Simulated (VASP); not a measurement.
# Hf (I4/mmm) in VASP: further runs

The runs below take Hf through electric field gradients, with PBEsol.

Program: VASP 6.6.1. These are calculated values, not measurements. Logs are shortened: lines on timing, memory, paths and dates and some standing lists are left out, and cuts for length are marked.

### 1 The cell of the first run

Symmetry: I4/mmm, No. 139, tetragonal system. Conventional cell: a = 3.140 Å, b = 3.140 Å, c = 4.396 Å, α = 90.00°, β = 90.00°, γ = 90.00°. Hf (site symmetry 4/mmm) has 12 Hf at 3.12 to 3.14 Å within 4.1 Å.

### 2 Electric field gradients, PBEsol (zz strain of -1 %)

File INCAR:

```
PREC = Accurate ; ENCUT = 520
EDIFF = 1E-8 ; ISMEAR = -1
SIGMA = 0.03 ; LREAL = F
LASPH = T ; NELM = 60
ALGO = Normal ; ISIF = 2
LWAVE = F ; LCHARG = F
GGA = PS ; LEFG = T
NBANDS = 11
```

File KPOINTS:

```
regular mesh
0
Gamma
  16 16 16
```

File POSCAR:

```
Hf
1.0
    0.0000000000      2.2200000000      2.1978000000
    2.2200000000      0.0000000000      2.1978000000
    2.2200000000      2.2200000000      0.0000000000
Hf
1
Direct
    0.0000000000      0.0000000000      0.0000000000
```

Potentials or basis: VASP PAW PBE potentials, release 64 (Hf_pv).

Run with:

```sh
$ cat potpaw_PBE.64/Hf_pv/POTCAR > POTCAR
$ mpirun -np 1 vasp_std > vasp.out
```

OUTCAR:

```text
PREC = Accurate
   ENCUT = 520
   EDIFF = 1E-8
   ISMEAR = -1
   LREAL = F
   LASPH = T
   NELM = 60
   ISIF = 2
   GGA = PS

 ion  position               nearest neighbor table
   1  0.000  0.000  0.000-

  LATTYP: Found a body centered tetragonal cell.
 ALAT       =     3.1395541085
 C/A-ratio  =     1.4000714267

  Lattice vectors:

 A1 = (   0.0000000000,  -2.2200000000,  -2.1978000000)
 A2 = (   0.0000000000,   2.2200000000,  -2.1978000000)
 A3 = (   2.2200000000,   0.0000000000,   2.1978000000)

Analysis of symmetry for initial positions (statically):
=====================================================================
 Subroutine PRICEL returns:
 Original cell was already a primitive cell.

 Routine SETGRP: Setting up the symmetry group for a
 body centered tetragonal supercell.

 Subroutine GETGRP returns: Found 16 space group operations
 (whereof 16 operations were pure point group operations)
 out of a pool of 16 trial point group operations.

The static configuration has the point symmetry D_4h.

Analysis of symmetry for dynamics (positions and initial velocities):
=====================================================================
 Subroutine PRICEL returns:
 Original cell was already a primitive cell.

 Routine SETGRP: Setting up the symmetry group for a
 body centered tetragonal supercell.

 Subroutine GETGRP returns: Found 16 space group operations
 (whereof 16 operations were pure point group operations)
 out of a pool of 16 trial point group operations.

The dynamic configuration has the point symmetry D_4h.

 Subroutine INISYM returns: Found 16 space group operations
 (whereof 16 operations are pure point group operations),
 and found     1 'primitive' translations

----------------------------------------------------------------------------------------

                                     Primitive cell

  volume of cell :      21.6633

  direct lattice vectors                    reciprocal lattice vectors
     0.000000000  2.220000000  2.197800000    -0.225225225  0.225225225  0.227500228
     2.220000000  0.000000000  2.197800000     0.225225225 -0.225225225  0.227500228
     2.220000000  2.220000000  0.000000000     0.225225225  0.225225225 -0.227500228

  length of vectors
     3.123895779  3.123895779  3.139554108     0.391419414  0.391419414  0.391419414

  position of ions in fractional coordinates (direct lattice)
     0.000000000  0.000000000  0.000000000

  ion indices of the primitive-cell ions
   primitive index   ion index
                 1           1

----------------------------------------------------------------------------------------

 KPOINTS: regular mesh

Automatic generation of k-mesh.
 Grid dimensions read from file:
 generate k-points for:   16   16   16

 Generating k-lattice:

  Cartesian coordinates                     Fractional coordinates (reciprocal lattice)
    -0.014076577  0.014076577  0.014218764     0.062500000  0.000000000  0.000000000
     0.014076577 -0.014076577  0.014218764     0.000000000  0.062500000  0.000000000
     0.014076577  0.014076577 -0.014218764     0.000000000  0.000000000  0.062500000

  Length of vectors
     0.024463713  0.024463713  0.024463713

  Shift w.r.t. Gamma in fractional coordinates (k-lattice)
     0.000000000  0.000000000  0.000000000

 Subroutine IBZKPT returns following result:
 ===========================================

 Found    349 irreducible k-points:

 Following reciprocal coordinates:
            Coordinates               Weight
  0.000000  0.000000  0.000000      1.000000
  0.062500  0.000000  0.000000      8.000000
  0.125000  0.000000  0.000000      8.000000
  0.187500  0.000000  0.000000      8.000000
  0.250000  0.000000  0.000000      8.000000
  0.312500  0.000000  0.000000      8.000000
[... 16 lines left out ...]
 -0.125000  0.062500  0.000000      8.000000
 -0.062500  0.062500  0.000000      4.000000
 [... further k-points ...]
   k-points           NKPTS =    349   k-points in BZ     NKDIM =    349   number of bands    NBANDS=     11
   number of dos      NEDOS =    301   number of ions     NIONS =      1
   total plane-waves  NPLWV =  13824
   dimension x,y,z NGX =    24 NGY =   24 NGZ =   24
   dimension x,y,z NGXF=    48 NGYF=   48 NGZF=   48
   ions per type =               1
   NGX,Y,Z   is equivalent  to a cutoff of  12.77, 12.77, 12.71 a.u.
   NGXF,Y,Z  is equivalent  to a cutoff of  25.54, 25.54, 25.42 a.u.
 SYSTEM =  unknown system
   PREC   = accura    normal or accurate (medium, high low for compatibility)
   ISTART =      0    job   : 0-new  1-cont  2-samecut
   ICHARG =      2    charge: 1-file 2-atom 10-const
   ISPIN  =      1    spin polarized calculation?
   LNONCOLLINEAR =      F non collinear calculations
   LSORBIT =      F    spin-orbit coupling
   LASPH  =      T    aspherical Exc in radial PAW
   ENCUT  =  520.0 eV  38.22 Ry    6.18 a.u.   5.81  5.81  5.84*2*pi/ulx,y,z
   NELM   =     60;   NELMIN=  2; NELMDL= -5     # of ELM steps
   EDIFF  = 0.1E-07   stopping-criterion for ELM
   LREAL  =      F    real-space projection
   EDIFFG = 0.1E-06   stopping-criterion for IOM
   NSW    =      0    number of steps for IOM
   IBRION =     -1    ionic relax: 0-MD 1-quasi-New 2-CG
   NFREE  =      0    steps in history (QN), initial steepest desc. (CG)
   ISIF   =      2    stress and relaxation
   ISYM   =      2    0-nonsym 1-usesym 2-fastsym
   POTIM  = 0.5000    time-step for ionic-motion
   TEBEG  =    0.0;   TEEND  =   0.0 temperature during run
   PSTRESS=    0.0 pullay stress
   NELECT =      10.0000    total number of electrons
   NUPDOWN=      -1.0000    fix difference up-down
   EMIN   =  10.00;   EMAX   =-10.00  energy-range for DOS
   EFERMI =   0.00;   METHOD = LEGACY
   ISMEAR =    -1;   SIGMA  =   0.03  broadening in eV -4-tet -1-fermi 0-gaus
   EFERMI_NEDOS =   21; number of points for ismear=-14 and -15
   IALGO  =     38    algorithm
   IMIX   =      4    mixing-type and parameters
     AMIX     =   0.40;   BMIX     =  1.00
     AMIX_MAG =   1.60;   BMIX_MAG =  1.00
  volume/ion in A,a.u.               =      21.66       146.19
  Fermi-wavevector in a.u.,A,eV,Ry     =   1.265222  2.390923 21.780031  1.600787
  Thomas-Fermi vector in A             =   2.398487
   LORBIT       =      0    0 simple, 1 ext, 2 COOP (PROOUT), +10 PAW based schemes
   GGA     = PS    functional components
   LHFCALC =     F    Hartree Fock is set to
   AEXX    =    0.0000 exact exchange contribution
   IVDW    =     0    specifies the selected vdW correction
   LEPSILON=     F    determine dielectric tensor
   LRPA    =     F    only Hartree local field effects (RPA)
 non-spin polarized calculation
  energy-cutoff  :      520.00
  volume of cell :       21.66
 maximum number of plane-waves:       604
   NGX = 11   NGY = 11   NGZ = 11

 number of electron      10.0000000 magnetization

 Free energy of the ion-electron system (eV)
  ---------------------------------------------------
  ext. energy  EPLUGINS =         0.00000000
  ---------------------------------------------------
  free energy    TOTEN  =       -10.43368210 eV

  energy without entropy =      -10.42832438  energy(sigma->0) =      -10.43100324

 E-fermi :   4.8018     XC(G=0): -11.5408

 val. band max:        4.7944305003   @ k =   0.3125   0.0000   0.0000
 cond. band min:       4.8056812895   @ k =  -0.3125   0.3750   0.2500
 fundamental gap:      0.0112507892
 Fermi energy:         4.8017864572

 k-point     1 :       0.0000    0.0000    0.0000
  band No.  band energies     occupation
      1     -25.0398      2.00000
      2     -25.0385      2.00000
      3     -25.0385      2.00000
      4      -2.5211      2.00000
      5       6.1693      0.00000
      6       6.1693      0.00000
      7       6.2888      0.00000
      8       9.0222      0.00000
      9       9.1948      0.00000
     10      16.2833      0.00000
     11      17.9655      0.00000

 k-point     2 :       0.0625    0.0000    0.0000
  band No.  band energies     occupation
      1     -25.0763      2.00000
      2     -25.0438      2.00000
      3     -25.0434      2.00000
      4      -2.3785      2.00000
      5       6.0528      0.00000
      6       6.2378      0.00000
      7       6.3285      0.00000
      8       8.9480      0.00000
      9       9.1138      0.00000
     10      16.6032      0.00000
     11      17.9649      0.00000
[... 295 lines left out ...]
 k-point    24 :      -0.0625    0.0625    0.0000
  band No.  band energies     occupation
      1     -25.1260      2.00000
      2     -25.0660      2.00000
      3     -25.0453      2.00000
      4      -2.1482      2.00000
      5       5.8074      0.00000
      6       6.3425      0.00000
      7       6.4728      0.00000
      8       8.6711      0.00000
      9       9.1650      0.00000
     10      17.0952      0.00000
     11      17.9634      0.00000

 [... further k-points ...]
[... 5 lines left out ...]
  --------------------------------------------------------------------------------------
  -------------------------------------------------------------------------------------
  Total       -0.1408530     -0.1408530     -0.1192479      0.0000000      0.0000000      0.0000000
  in kB      -10.4172343    -10.4172343     -8.8193659      0.0000000      0.0000000      0.0000000
  external PRESSURE =      -9.8846115 kB  Pullay stress =       0.0000000 kB

 VOLUME and BASIS-vectors are now :
 -----------------------------------------------------------------------------
  energy-cutoff  :      520.00
  volume of cell :       21.66
      direct lattice vectors                 reciprocal lattice vectors
     0.000000000  2.220000000  2.197800000    -0.225225225  0.225225225  0.227500228
     2.220000000  0.000000000  2.197800000     0.225225225 -0.225225225  0.227500228
     2.220000000  2.220000000  0.000000000     0.225225225  0.225225225 -0.227500228

 POSITION                                       TOTAL-FORCE (eV/Angst)
 -----------------------------------------------------------------------------------
      0.00000      0.00000      0.00000        -0.000000      0.000000     -0.000000
 -----------------------------------------------------------------------------------
    total drift:                                0.000000      0.000000     -0.000000

  FREE ENERGIE OF THE ION-ELECTRON SYSTEM (eV)
  ---------------------------------------------------
  free  energy   TOTEN  =       -10.4336820997 eV

  energy  without entropy=      -10.4283243809  energy(sigma->0) =      -10.43100324

 Electric field gradients (V/A^2)
---------------------------------------------------------------------
 ion       V_xx      V_yy      V_zz      V_xy      V_xz      V_yz
---------------------------------------------------------------------
   1      -5.008    -5.008    10.017    -0.000    -0.000    -0.000
---------------------------------------------------------------------

 Electric field gradients after diagonalization (V/A^2)
 (convention: |V_zz| > |V_xx| > |V_yy|)
----------------------------------------------------------------------
 ion       V_xx      V_yy      V_zz     asymmetry (V_yy - V_xx)/ V_zz
----------------------------------------------------------------------
   1      -5.009    -5.008    10.017       0.000
----------------------------------------------------------------------

           NMR quadrupolar parameters

 Cq : quadrupolar parameter    Cq=e*Q*V_zz/h
 eta: asymmetry parameters     (V_yy - V_xx)/ V_zz
 Q  : nuclear electric quadrupole moment in mb (millibarn)
----------------------------------------------------------------------
 ion       Cq(MHz)       eta       Q (mb)
----------------------------------------------------------------------
   1       0.024       0.000       1.000
----------------------------------------------------------------------
```

Run time: 44 s. Hardware: 1 thread of Intel Xeon Platinum 8259CL at 2.50GHz (Skylake/Cascade Lake), shared host; peak memory 0.21 GiB.

Results:

```
Free energy                             : -10.4337 eV
Pressure                                : -1.0 GPa
Band gap on the k mesh                  : zero (bands 5 and 6 overlap by 1.78 eV)
Largest electric field gradient by atom : Hf +10.0 V/Å²
```

Levels at points of the mesh, in eV from the Fermi level:
```csv
k point,band 1,band 2,band 3,band 4,band 5,band 6,band 7,band 8,band 9,band 10
"(0.00, 0.00, 0.00)",-29.84,-29.84,-29.84,-7.32,1.37,1.37,1.49,4.22,4.39,11.48
"(0.50, 0.00, 0.00)",-30.75,-29.97,-29.96,-3.73,0.72,1.10,1.24,6.49,6.57,9.78
"(0.50, 0.50, 0.00)",-30.70,-30.18,-30.18,-3.38,-2.26,2.83,6.53,7.20,7.20,10.09
"(0.50, 0.00, 0.50)",-30.69,-30.17,-30.15,-3.40,-2.24,2.67,6.54,7.13,7.26,10.17
```

Electric field gradients, principal values (V/Å²):
```tsv
atom	least	middle	greatest (by size)
1 Hf	-5.008	-5.009	10.017
```

Caveat: the cell differs from its parent crystal (zz strain of -1 %); without QUAD_EFG the Cq values of the log hold for a quadrupole moment of 1 mb, not for the nuclei; the PAW data sets were made with another functional, which shifts forces and pressure a little; spin-orbit coupling is left out, which moves the levels of the heavy elements.

(Continued in part 2 of 2.)
